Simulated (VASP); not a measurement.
# SnO2 in VASP: further runs

Aim: see how the results for SnO2 move with the level of theory and the settings. Levels: PBE, r2SCAN. Tasks: single point.

Everything below comes from runs of VASP 6.6.1. Logs are shortened: lines on timing, memory, paths and dates and some standing lists are left out, and cuts for length are marked.

## 1. The cell of the first run

The structure is cubic, space group Fm-3m (No. 225). Conventional cell: a = 5.067 Å, b = 5.067 Å, c = 5.067 Å, α = 90.00°, β = 90.00°, γ = 90.00°. Within 2.9 Å of Sn (site symmetry m-3m) lie 8 O at 2.19 Å. O (site symmetry -43m) has 4 Sn at 2.19 Å and 6 O at 2.53 Å within 2.9 Å.

## 2. Single point, PBE

The input, INCAR:

```
SYSTEM = SnO2
  PREC = Accurate
  ENCUT = 520
  EDIFF = 1E-6
  ISMEAR = -1
  SIGMA = 0.02
  LREAL = .FALSE.
  LASPH = .TRUE.
  NELM = 80
  ALGO = Normal
  ISIF = 2
  LWAVE = .FALSE.
  LCHARG = .TRUE.
  GGA = PE
  LELF = .TRUE.
  LVHAR = .TRUE.
  NBANDS = 20
```

The input, KPOINTS:

```
regular mesh
0
G
  8 8 8
  0 0 0
```

The input, POSCAR:

```
SnO2
1.0
    0.0000000000      2.5334669716      2.5334669716
    2.5334669716      0.0000000000      2.5334669716
    2.5334669716      2.5334669716      0.0000000000
Sn O
1 2
Direct
    0.0000000000      0.0000000000      0.0000000000
    0.2500000000      0.2500000000      0.2500000000
    0.7500000000      0.7500000000      0.7500000000
```

Potentials or basis: VASP PAW PBE potentials, release 64 (Sn_d, O).

Run with:

```sh
> cat potpaw_PBE.64/Sn_d/POTCAR potpaw_PBE.64/O/POTCAR > POTCAR
> mpirun -np 1 vasp_std > vasp.out
```

OUTCAR:

```text
SYSTEM = SnO2
   PREC = Accurate
   ENCUT = 520
   EDIFF = 1E-6
   ISMEAR = -1
   LREAL = .FALSE.
   LASPH = .TRUE.
   NELM = 80
   ISIF = 2
   GGA = PE

 ion  position               nearest neighbor table
   1  0.000  0.000  0.000-   3 2.19   3 2.19   3 2.19   2 2.19   3 2.19   2 2.19   2 2.19   2 2.19

   2  0.250  0.250  0.250-   1 2.19   1 2.19   1 2.19   1 2.19
   3  0.750  0.750  0.750-   1 2.19   1 2.19   1 2.19   1 2.19

  LATTYP: Found a face centered cubic cell.
 ALAT       =     5.0669339432

  Lattice vectors:

 A1 = (   0.0000000000,   2.5334669716,   2.5334669716)
 A2 = (   2.5334669716,   0.0000000000,   2.5334669716)
 A3 = (   2.5334669716,   2.5334669716,   0.0000000000)

Analysis of symmetry for initial positions (statically):
=====================================================================
 Subroutine PRICEL returns:
 Original cell was already a primitive cell.

 Routine SETGRP: Setting up the symmetry group for a
 face centered cubic supercell.

 Subroutine GETGRP returns: Found 48 space group operations
 (whereof 48 operations were pure point group operations)
 out of a pool of 48 trial point group operations.

The static configuration has the point symmetry O_h .

Analysis of symmetry for dynamics (positions and initial velocities):
=====================================================================
 Subroutine PRICEL returns:
 Original cell was already a primitive cell.

 Routine SETGRP: Setting up the symmetry group for a
 face centered cubic supercell.

 Subroutine GETGRP returns: Found 48 space group operations
 (whereof 48 operations were pure point group operations)
 out of a pool of 48 trial point group operations.

The dynamic configuration has the point symmetry O_h .

 Subroutine INISYM returns: Found 48 space group operations
 (whereof 48 operations are pure point group operations),
 and found     1 'primitive' translations

----------------------------------------------------------------------------------------

                                     Primitive cell

  volume of cell :      32.5219

  direct lattice vectors                    reciprocal lattice vectors
     0.000000000  2.533466972  2.533466972    -0.197358010  0.197358010  0.197358010
     2.533466972  0.000000000  2.533466972     0.197358010 -0.197358010  0.197358010
     2.533466972  2.533466972  0.000000000     0.197358010  0.197358010 -0.197358010

  length of vectors
     3.582863351  3.582863351  3.582863351     0.341834101  0.341834101  0.341834101

  position of ions in fractional coordinates (direct lattice)
     0.000000000  0.000000000  0.000000000
     0.250000000  0.250000000  0.250000000
     0.750000000  0.750000000  0.750000000

  ion indices of the primitive-cell ions
   primitive index   ion index
                 1           1
                 2           2
                 3           3

----------------------------------------------------------------------------------------

 KPOINTS: regular mesh

Automatic generation of k-mesh.
 Grid dimensions read from file:
 generate k-points for:    8    8    8

 Generating k-lattice:

  Cartesian coordinates                     Fractional coordinates (reciprocal lattice)
    -0.024669751  0.024669751  0.024669751     0.125000000  0.000000000  0.000000000
     0.024669751 -0.024669751  0.024669751     0.000000000  0.125000000  0.000000000
     0.024669751  0.024669751 -0.024669751     0.000000000  0.000000000  0.125000000

  Length of vectors
     0.042729263  0.042729263  0.042729263

  Shift w.r.t. Gamma in fractional coordinates (k-lattice)
     0.000000000  0.000000000  0.000000000

 Subroutine IBZKPT returns following result:
 ===========================================

 Found     29 irreducible k-points:

 Following reciprocal coordinates:
            Coordinates               Weight
  0.000000  0.000000  0.000000      1.000000
  0.125000  0.000000  0.000000      8.000000
  0.250000  0.000000  0.000000      8.000000
  0.375000  0.000000  0.000000      8.000000
  0.500000  0.000000  0.000000      4.000000
  0.125000  0.125000  0.000000      6.000000
[... 16 lines left out ...]
  0.500000  0.250000  0.125000     48.000000
 -0.375000  0.250000  0.125000     24.000000
 [... further k-points ...]
   k-points           NKPTS =     29   k-points in BZ     NKDIM =     29   number of bands    NBANDS=     20
   number of dos      NEDOS =    301   number of ions     NIONS =      3
   total plane-waves  NPLWV =  21952
   dimension x,y,z NGX =    28 NGY =   28 NGZ =   28
   dimension x,y,z NGXF=    56 NGYF=   56 NGZF=   56
   ions per type =               1   2
   NGX,Y,Z   is equivalent  to a cutoff of  12.99, 12.99, 12.99 a.u.
   NGXF,Y,Z  is equivalent  to a cutoff of  25.98, 25.98, 25.98 a.u.
 SYSTEM =  SnO2
   PREC   = accura    normal or accurate (medium, high low for compatibility)
   ISTART =      0    job   : 0-new  1-cont  2-samecut
   ICHARG =      2    charge: 1-file 2-atom 10-const
   ISPIN  =      1    spin polarized calculation?
   LNONCOLLINEAR =      F non collinear calculations
   LSORBIT =      F    spin-orbit coupling
   LASPH  =      T    aspherical Exc in radial PAW
   ENCUT  =  520.0 eV  38.22 Ry    6.18 a.u.   6.66  6.66  6.66*2*pi/ulx,y,z
   NELM   =     80;   NELMIN=  2; NELMDL= -5     # of ELM steps
   EDIFF  = 0.1E-05   stopping-criterion for ELM
   LREAL  =      F    real-space projection
   EDIFFG = 0.1E-04   stopping-criterion for IOM
   NSW    =      0    number of steps for IOM
   IBRION =     -1    ionic relax: 0-MD 1-quasi-New 2-CG
   NFREE  =      0    steps in history (QN), initial steepest desc. (CG)
   ISIF   =      2    stress and relaxation
   ISYM   =      2    0-nonsym 1-usesym 2-fastsym
   POTIM  = 0.5000    time-step for ionic-motion
   TEBEG  =    0.0;   TEEND  =   0.0 temperature during run
   PSTRESS=    0.0 pullay stress
   NELECT =      26.0000    total number of electrons
   NUPDOWN=      -1.0000    fix difference up-down
   EMIN   =  10.00;   EMAX   =-10.00  energy-range for DOS
   EFERMI =   0.00;   METHOD = LEGACY
   ISMEAR =    -1;   SIGMA  =   0.02  broadening in eV -4-tet -1-fermi 0-gaus
   EFERMI_NEDOS =   21; number of points for ismear=-14 and -15
   IALGO  =     38    algorithm
   IMIX   =      4    mixing-type and parameters
     AMIX     =   0.40;   BMIX     =  1.00
     AMIX_MAG =   1.60;   BMIX_MAG =  1.00
  volume/ion in A,a.u.               =      10.84        73.16
  Fermi-wavevector in a.u.,A,eV,Ry     =   1.519407  2.871262 31.410365  2.308597
  Thomas-Fermi vector in A             =   2.628397
   LORBIT       =      0    0 simple, 1 ext, 2 COOP (PROOUT), +10 PAW based schemes
   GGA     = PE    functional components
   LHFCALC =     F    Hartree Fock is set to
   AEXX    =    0.0000 exact exchange contribution
   IVDW    =     0    specifies the selected vdW correction
   LEPSILON=     F    determine dielectric tensor
   LRPA    =     F    only Hartree local field effects (RPA)
 non-spin polarized calculation
  energy-cutoff  :      520.00
  volume of cell :       32.52
 maximum number of plane-waves:       893
   NGX = 13   NGY = 13   NGZ = 13

 number of electron      25.9999988 magnetization

 Free energy of the ion-electron system (eV)
  ---------------------------------------------------
  ext. energy  EPLUGINS =         0.00000000
  ---------------------------------------------------
  free energy    TOTEN  =       -17.86690861 eV

  energy without entropy =      -17.86690534  energy(sigma->0) =      -17.86690698

 E-fermi :   8.1986     XC(G=0): -11.9233

 val. band max:        8.0394252081   @ k =  -0.2500   0.5000   0.2500
 cond. band min:       8.3178137759   @ k =   0.0000   0.0000   0.0000
 fundamental gap:      0.2783885678
 Fermi energy:         8.1985519061

 k-point     1 :       0.0000    0.0000    0.0000
  band No.  band energies     occupation
      1     -12.5272      2.00000
      2     -12.5272      2.00000
      3     -12.5272      2.00000
      4     -12.3692      2.00000
      5     -12.3692      2.00000
      6     -11.6960      2.00000
[... 12 lines left out ...]
     19      23.3672      0.00000
     20      23.3672      0.00000

 k-point     2 :       0.1250    0.0000    0.0000
  band No.  band energies     occupation
      1     -12.5958      2.00000
      2     -12.5146      2.00000
      3     -12.5146      2.00000
      4     -12.3696      2.00000
      5     -12.3696      2.00000
      6     -11.5278      2.00000
[... 12 lines left out ...]
     19      23.4147      0.00000
     20      23.4147      0.00000

 k-point     3 :       0.2500    0.0000    0.0000
  band No.  band energies     occupation
      1     -12.7794      2.00000
      2     -12.4910      2.00000
      3     -12.4910      2.00000
      4     -12.3634      2.00000
      5     -12.3634      2.00000
      6     -11.0004      2.00000
[... 12 lines left out ...]
     19      23.5237      0.00000
     20      24.3240      0.00000

 k-point     4 :       0.3750    0.0000    0.0000
  band No.  band energies     occupation
      1     -12.9610      2.00000
      2     -12.4799      2.00000
      3     -12.4799      2.00000
      4     -12.3441      2.00000
      5     -12.3441      2.00000
      6     -10.1948      2.00000
[... 12 lines left out ...]
     19      23.5429      0.00000
     20      24.1616      0.00000

 k-point     5 :       0.5000    0.0000    0.0000
  band No.  band energies     occupation
      1     -13.0336      2.00000
      2     -12.4787      2.00000
      3     -12.4787      2.00000
      4     -12.3325      2.00000
      5     -12.3325      2.00000
      6      -9.5370      2.00000
[... 12 lines left out ...]
     19      23.4584      0.00000
     20      23.7542      0.00000
[... 353 lines left out ...]
      6      -9.9063      2.00000
[... 12 lines left out ...]
     19      25.2755      0.00000
     20      25.8484      0.00000

 k-point    22 :       0.3750    0.2500    0.1250
  band No.  band energies     occupation
      1     -12.8245      2.00000
      2     -12.5479      2.00000
      3     -12.4471      2.00000
      4     -12.3967      2.00000
      5     -12.3502      2.00000
      6     -10.6123      2.00000
[... 12 lines left out ...]
     19      23.9369      0.00000
     20      26.7977      0.00000

 k-point    23 :       0.5000    0.2500    0.1250
  band No.  band energies     occupation
      1     -12.8926      2.00000
      2     -12.6247      2.00000
      3     -12.4268      2.00000
      4     -12.3940      2.00000
      5     -12.3469      2.00000
      6      -9.8437      2.00000
[... 12 lines left out ...]
     19      23.9853      0.00000
     20      27.1057      0.00000

 k-point    24 :      -0.3750    0.2500    0.1250
  band No.  band energies     occupation
      1     -12.9247      2.00000
      2     -12.6529      2.00000
      3     -12.4242      2.00000
      4     -12.3901      2.00000
      5     -12.3415      2.00000
      6      -9.1314      2.00000
[... 12 lines left out ...]
     19      23.9614      0.00000
     20      27.5598      0.00000

 [... further k-points ...]
[... 5 lines left out ...]
  --------------------------------------------------------------------------------------
  -------------------------------------------------------------------------------------
  Total        2.0319175      2.0319175      2.0319175      0.0000000      0.0000000      0.0000000
  in kB      100.1015770    100.1015770    100.1015770      0.0000000      0.0000000      0.0000000
  external PRESSURE =     100.1015770 kB  Pullay stress =       0.0000000 kB

 VOLUME and BASIS-vectors are now :
 -----------------------------------------------------------------------------
  energy-cutoff  :      520.00
  volume of cell :       32.52
      direct lattice vectors                 reciprocal lattice vectors
     0.000000000  2.533466972  2.533466972    -0.197358010  0.197358010  0.197358010
     2.533466972  0.000000000  2.533466972     0.197358010 -0.197358010  0.197358010
     2.533466972  2.533466972  0.000000000     0.197358010  0.197358010 -0.197358010

 POSITION                                       TOTAL-FORCE (eV/Angst)
 -----------------------------------------------------------------------------------
      0.00000      0.00000      0.00000        -0.000000     -0.000000     -0.000000
      1.26673      1.26673      1.26673         0.000000      0.000000      0.000000
      3.80020      3.80020      3.80020        -0.000000      0.000000     -0.000000
 -----------------------------------------------------------------------------------
    total drift:                               -0.000000     -0.000000      0.000000

  FREE ENERGIE OF THE ION-ELECTRON SYSTEM (eV)
  ---------------------------------------------------
  free  energy   TOTEN  =       -17.8669086130 eV

  energy  without entropy=      -17.8669053408  energy(sigma->0) =      -17.86690698
```

Wall time 16 s (1 thread of Intel Xeon Platinum 8375C at 2.90GHz (Ice Lake), shared host); peak memory 0.16 GiB.

What came out:

```yaml
Free_energy: -17.8669 eV
Pressure: 10.0 GPa
Band_gap_on_the_k_mesh: 0.28 eV, indirect (least direct gap 1.68 eV)
```

Caveat: spin-orbit coupling is left out, which moves the levels of the heavy elements.

[end of part 1 of 2]
